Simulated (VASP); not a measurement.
# Ge (P6_422) in VASP: a series of runs, part 2 of 2

VASP 6.6.1. The steps go on from the part before.

## Step 4: Relaxation of cell and atoms, PBE

INCAR

```
SYSTEM = Ge
ALGO = Normal ; EDIFF = 1E-6
EDIFFG = -0.04 ; ENCUT = 600
GGA = PE ; IBRION = 2
ISIF = 3 ; ISMEAR = 0
LASPH = .TRUE. ; LCHARG = .FALSE.
LREAL = .FALSE. ; LWAVE = .FALSE.
NELM = 60 ; NSW = 90
PREC = Accurate ; SIGMA = 0.1
```

KPOINTS

```
k-points
0
G
  6 6 4
  0 0 0
```

POSCAR

```
Ge
1.0
    3.8768777200      0.0000000000      0.0000000000
   -1.9384388600      3.3574746000      0.0000000000
    0.0000000000      0.0000000000      4.2452435700
Ge
3
Direct
    0.0000000000      0.5000000000      0.3333333300
    0.5000000000      0.5000000000      0.6666666700
    0.5000000000      0.0000000000      0.0000000000
```

Potentials or basis: VASP PAW PBE potentials, release 64 (Ge_d).

Started as:

```console
$ cat potpaw_PBE.64/Ge_d/POTCAR > POTCAR
$ mpirun -np 1 vasp_std > vasp.out
```

OUTCAR:

```text
SYSTEM = Ge
   EDIFF = 1E-6
   EDIFFG = -0.04
   ENCUT = 600
   GGA = PE
   IBRION = 2
   ISIF = 3
   ISMEAR = 0
   LASPH = .TRUE.
   LREAL = .FALSE.
   NELM = 60
   NSW = 90
   PREC = Accurate

 ion  position               nearest neighbor table
   1  0.000  0.500  0.333-   3 2.40   3 2.40   2 2.40   2 2.40
   2  0.500  0.500  0.667-   3 2.40   3 2.40   1 2.40   1 2.40
   3  0.500  0.000  0.000-   1 2.40   2 2.40   2 2.40   1 2.40

  LATTYP: Found a hexagonal cell.
 ALAT       =     3.8768777200
 C/A-ratio  =     1.0950161126

  Lattice vectors:

 A1 = (   3.8768777200,   0.0000000000,   0.0000000000)
 A2 = (  -1.9384388600,   3.3574746000,   0.0000000000)
 A3 = (   0.0000000000,   0.0000000000,   4.2452435700)

Analysis of symmetry for initial positions (statically):
=====================================================================
 Subroutine PRICEL returns:
 Original cell was already a primitive cell.

 Routine SETGRP: Setting up the symmetry group for a
 hexagonal supercell.

 Subroutine GETGRP returns: Found 12 space group operations
 (whereof  4 operations were pure point group operations)
 out of a pool of 24 trial point group operations.
[... 152 lines left out ...]
 NGX is ok and might be reduce to    32
   NGX = 15   NGY = 15   NGZ = 17

--------------------------------------- Ionic step        1  -------------------------------------------

 number of electron      41.9999978 magnetization

 Free energy of the ion-electron system (eV)
  ---------------------------------------------------
  ext. energy  EPLUGINS =         0.00000000
  ---------------------------------------------------
  free energy    TOTEN  =       -12.59353232 eV

  energy without entropy =      -12.59170637  energy(sigma->0) =      -12.59261935

------------------------ aborting loop because EDIFF is reached ----------------------------------------

  FORCE on cell =-STRESS in cart. coord.  units (eV):
  Direction    XX          YY          ZZ          XY          YZ          ZX
  --------------------------------------------------------------------------------------
  -------------------------------------------------------------------------------------
  Total        5.2350771      5.2350771      4.7446222      0.0000000      0.0000000      0.0000000
  in kB      151.7875717    151.7875723    137.5671576      0.0000000      0.0000000      0.0000000
  external PRESSURE =     147.0474339 kB  Pullay stress =       0.0000000 kB
[... 246 lines left out ...]
--------------------------------------- Ionic step        8  -------------------------------------------

 number of electron      41.9999978 magnetization

 Free energy of the ion-electron system (eV)
  ---------------------------------------------------
  ext. energy  EPLUGINS =         0.00000000
  ---------------------------------------------------
  free energy    TOTEN  =       -12.99012777 eV

  energy without entropy =      -12.98643136  energy(sigma->0) =      -12.98827956

 E-fermi :   5.0262     XC(G=0): -10.3372

 val. band max:        4.9792996550   @ k =   0.0000   0.0000   0.2500
 cond. band min:       5.0983483822   @ k =   0.3333   0.0000   0.5000
 fundamental gap:      0.1190487272
 Fermi energy:         5.0261780885

 k-point     1 :       0.0000    0.0000    0.0000
  band No.  band energies     occupation
      1     -19.5630      2.00000
      2     -19.5630      2.00000
      3     -19.5178      2.00000
      4     -19.5178      2.00000
      5     -19.5175      2.00000
      6     -19.5106      2.00000
[... 607 lines left out ...]
  FREE ENERGIE OF THE ION-ELECTRON SYSTEM (eV)
  ---------------------------------------------------
  free  energy   TOTEN  =       -12.9901277679 eV

  energy  without entropy=      -12.9864313601  energy(sigma->0) =      -12.98827956

 reached required accuracy - stopping structural energy minimisation
```

It took 1.9 min on 1 thread of Intel Xeon Platinum 8488C (Sapphire Rapids), shared host; peak memory 0.19 GiB.

Results:

- Free energy: -12.9901 eV
- Relaxed volume: 21.78 Å³/atom
- Relaxed cell: a = 4.137 Å, b = 4.137 Å, c = 4.407 Å, α = 90.00°, β = 90.00°, γ = 120.00°
- Space group after relaxing (to 0.05 Å): P6_422 (No. 181)
- Energy gained by relaxing: 132.2 meV/atom
- Ionic steps: 8
- Pressure after relaxing: -0.2 GPa
- Band gap on the k mesh: zero (band 21 reaches 5.10 eV, above the bottom of band 22 at 4.66 eV)

Step by step:
| step | energy change (eV) | largest force (eV/Å) | pressure (GPa) | volume (Å³) |
| --- | --- | --- | --- | --- |
| 1 | 0.0000 | 0.0000 | 14.70 | 55.26 |
| 2 | -0.3342 | 0.0000 | -3.62 | 69.91 |
| 3 | -0.3920 | 0.0000 | 0.02 | 65.10 |
| 4 | -0.3919 | 0.0000 | -0.20 | 65.31 |
| 5 | -0.3951 | 0.0000 | -0.07 | 65.32 |
| 6 | -0.3963 | 0.0000 | -0.08 | 65.33 |
| 7 | -0.3954 | 0.0000 | -0.17 | 65.33 |
| 8 | -0.3966 | 0.0000 | -0.20 | 65.33 |

Final structure:
```
Ge
1.0
     4.13724    0.00000    0.00000
    -2.06862    3.58296    0.00000
     0.00000    0.00000    4.40710
Ge
3
Direct
  0.00000 0.50000 0.33333
  0.50000 0.50000 0.66667
  0.50000 0.00000 0.00000
```

Caveat: the k points lie up to 0.36 Å⁻¹ apart in the final cell; the volume moved by over 15 % at a fixed basis, so the end points are rough.

## Step 5: Single point, PBE

This run uses another cell than the first one, of 21.70 Å³/atom, 1.178 times its volume.

INCAR

```
PREC = Accurate ; ENCUT = 520
EDIFF = 1E-7 ; ISMEAR = 0
SIGMA = 0.1 ; LREAL = F
LASPH = T ; NELM = 60
ALGO = Normal ; ISIF = 2
LWAVE = F ; LCHARG = F
GGA = PE ; NBANDS = 28
```

KPOINTS

```
Automatic mesh
0
Gamma
  12 12 10
```

POSCAR

```
Ge
1.0
    4.1273087024      0.0000000000      0.0000000000
   -2.0636543512      3.5743541856      0.0000000000
    0.0000000000      0.0000000000      4.4130135642
Ge
3
Direct
    0.0000000000      0.5000000000      0.3333333333
    0.5000000000      0.5000000000      0.6666666667
    0.5000000000      0.0000000000      0.0000000000
```

Started as:

```console
$ cat potpaw_PBE.64/Ge_d/POTCAR > POTCAR
$ mpirun -np 1 vasp_std > vasp.out
```

It took 1.9 min on 1 thread of Intel Xeon Platinum 8488C (Sapphire Rapids), shared host; peak memory 0.27 GiB.

It converged, with:

| Item | Value |
| --- | --- |
| Free energy | -13.0237 eV |
| Pressure | 0.0 GPa |
| Band gap on the k mesh | zero (band 21 reaches 5.24 eV, above the bottom of band 22 at 4.68 eV) |

Levels at points of the mesh, in eV from the Fermi level:
| k point | band 19 | band 20 | band 21 | band 22 | band 23 | band 24 |
| --- | --- | --- | --- | --- | --- | --- |
| (0.00, 0.00, 0.00) | -2.67 | -0.25 | -0.25 | 1.26 | 1.26 | 5.10 |
| (0.50, 0.00, 0.00) | -2.37 | -2.37 | -1.39 | 0.65 | 1.15 | 3.31 |
| (0.00, 0.00, 0.50) | -0.94 | -0.94 | -0.08 | 0.74 | 2.43 | 2.43 |
| (0.50, 0.00, 0.50) | -4.85 | -1.51 | -1.19 | -0.13 | 1.56 | 6.17 |

## Step 6: Relaxation of cell and atoms, PBE

This run uses another cell than the first one, of 21.66 Å³/atom, 1.176 times its volume.

INCAR

```
SYSTEM = Ge
PREC = Accurate
ENCUT = 600
EDIFF = 1E-7
ISMEAR = 0
SIGMA = 0.1
LREAL = .FALSE.
LASPH = .TRUE.
NELM = 60
ALGO = Normal
ISIF = 3
LWAVE = .FALSE.
LCHARG = .FALSE.
GGA = PE
IBRION = 2
NSW = 100
EDIFFG = -0.01
```

KPOINTS

```
regular mesh
0
G
  12 12 10
  0 0 0
```

POSCAR

```
Ge
1.0
    4.1292072943      0.0000000000      0.0000000000
   -2.0646036471      3.5759984143      0.0000000000
    0.0000000000      0.0000000000      4.4004830060
Ge
3
Direct
    0.0000000000      0.5000000000      0.3333333333
    0.5000000000      0.5000000000      0.6666666667
    0.5000000000      0.0000000000      0.0000000000
```

Potentials or basis: VASP PAW PBE potentials, release 64 (Ge_d).

Started as:

```console
$ cat potpaw_PBE.64/Ge_d/POTCAR > POTCAR
$ mpirun -np 1 vasp_std > vasp.out
```

Wall time 4.3 min (1 thread of Intel Xeon Platinum 8488C (Sapphire Rapids), shared host); peak memory 0.33 GiB.

It converged, with:

```yaml
Free_energy: -13.0238 eV
Relaxed_volume: 21.71 Å³/atom
Relaxed_cell: a = 4.130 Å, b = 4.130 Å, c = 4.409 Å, α = 90.00°, β = 90.00°, γ = 120.00°
Space_group_after_relaxing_to_0.05_Å: P6_422 (No. 181)
Energy_gained_by_relaxing: 0.0 meV/atom
Ionic_steps: 3
Pressure_after_relaxing: 0.0 GPa
Band_gap_on_the_k_mesh: zero (band 21 reaches 5.23 eV, above the bottom of band 22 at 4.69 eV)
```

Stress tensor (GPa, compression positive):
```
-0.06  0.00  0.00
 0.00 -0.06  0.00
 0.00  0.00  0.04
```

Step by step:
```tsv
step	energy change (eV)	largest force (eV/Å)	pressure (GPa)	volume (Å³)
1	0.0000	0.0000	0.10	64.98
2	-0.0001	0.0000	0.01	65.10
3	-0.0001	0.0000	-0.03	65.14
```

Final structure:
```xyz
3
Lattice="4.1303 0.0000 0.0000 -2.0651 3.5769 0.0000 0.0000 0.0000 4.4088" Properties=species:S:1:pos:R:3 pbc="T T T"
Ge   -1.0326    1.7885    1.4696
Ge    1.0326    1.7885    2.9392
Ge    0.0000    3.5769    0.0000
```

Levels at points of the mesh, in eV from the Fermi level:
```tsv
k point	band 19	band 20	band 21	band 22	band 23	band 24
(0.00, 0.00, 0.00)	-2.68	-0.25	-0.25	1.25	1.25	5.09
(0.50, 0.00, 0.00)	-2.38	-2.36	-1.38	0.66	1.15	3.31
(0.00, 0.00, 0.50)	-0.94	-0.94	-0.08	0.75	2.42	2.42
(0.50, 0.00, 0.50)	-4.84	-1.52	-1.19	-0.13	1.56	6.18
```

## Step 7: Summary

| task | cell | k mesh | cutoff (eV) | gap on the mesh (eV) | pressure (GPa) | relaxed volume (Å³/atom) |
| --- | --- | --- | --- | --- | --- | --- |
| single point | a = 3.877, b = 3.877, c = 4.245 Å, angles 90.0, 90.0, 120.0°, 3 atoms | 6 × 6 × 4 | 520 | none | 14.7 | - |
| single point | a = 4.129, b = 4.129, c = 4.400 Å, angles 90.0, 90.0, 120.0°, 3 atoms | 6 × 6 × 4 | 520 | none | 0.1 | - |
| relaxation of cell and atoms | relaxed from a = 3.877, b = 3.877, c = 4.245 Å, angles 90.0, 90.0, 120.0°, 3 atoms | 6 × 6 × 4 | 600 | none | -0.2 | 21.78 |
| single point | a = 4.127, b = 4.127, c = 4.413 Å, angles 90.0, 90.0, 120.0°, 3 atoms | 12 × 12 × 10 | 520 | none | 0.0 | - |
| relaxation of cell and atoms | relaxed from a = 4.129, b = 4.129, c = 4.400 Å, angles 90.0, 90.0, 120.0°, 3 atoms | 12 × 12 × 10 | 600 | none | 0.0 | 21.71 |

Alike in all rows: level PBE; potentials or basis VASP PAW PBE potentials, release 64 (Ge_d); no spin polarisation; smearing gaussian 0.1 eV.

Caveats: some runs use coarse meshes; the volume moved by over 15 % at a fixed basis, so the end points are rough (some runs).

Absolute energies hang on the potentials; compare differences alone.
